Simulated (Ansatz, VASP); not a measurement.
# Nb in VASP and in Ansatz

File INCAR:

```
SYSTEM = Nb
ALGO = Normal ; EDIFF = 1E-7
ENCUT = 520 ; GGA = PE
ISIF = 2 ; ISMEAR = 0
LASPH = .True. ; LCHARG = .False.
LREAL = .False. ; LWAVE = .False.
NBANDS = 12 ; NELM = 100
PREC = Accurate ; SIGMA = 0.15
```

File KPOINTS:

```
k-points
0
Gamma
  20 20 20
  0 0 0
```

The input POSCAR:

```
Nb
1.0
    0.0000000000      2.0092500000      2.1150000000
    2.0092500000      0.0000000000      2.1150000000
    2.0092500000      2.0092500000      0.0000000000
Nb
1
Direct
    0.0000000000      0.0000000000      0.0000000000
```

Input for Ansatz:

```yaml
crystal:
  lattice:
    - [0.0, 2.00925, 2.115]
    - [2.00925, 0.0, 2.115]
    - [2.00925, 2.00925, 0.0]
  atoms:
    - { symbol: Nb, position: [0.0, 0.0, 0.0] }
basis:
  ecutwfc: 420
kpoints:
  mp_grid: { grid: [20, 20, 20] }
hamiltonian:
  xc: pbe
scf:
  occupations: { method: gaussian, width: 0.15 }
output:
  forces: true
  stress: true
  eigenvalues: true
```

Change from the starting cell: strain -0.050 along x and y, +0.000 along z, atoms carried along.

Alike in both runs: task single point; functional PBE; k mesh 20 × 20 × 20; occupations gaussian, width 0.15 eV; no spin polarisation.

```csv
,VASP,Ansatz
version,VASP 6.6.1,Ansatz 0.2.0
potentials or method,"VASP PAW PBE potentials, release 64 (Nb_sv), cutoff 520 eV","scalar-relativistic, plane waves, PAW"
valence electrons in the cell,13,13
```

|  | VASP | Ansatz | Ansatz less VASP |
| --- | --- | --- | --- |
| gap on the k mesh at the Fermi level (eV) | none | none | - |
| pressure (GPa) | 17.4 | 17.8 | +0.39 |
| traceless stress, the component that is largest in VASP (GPa) | 9.70 | 9.76 | +0.058 |

A gap of «none» marks a metal or a gap that the smearing closes.
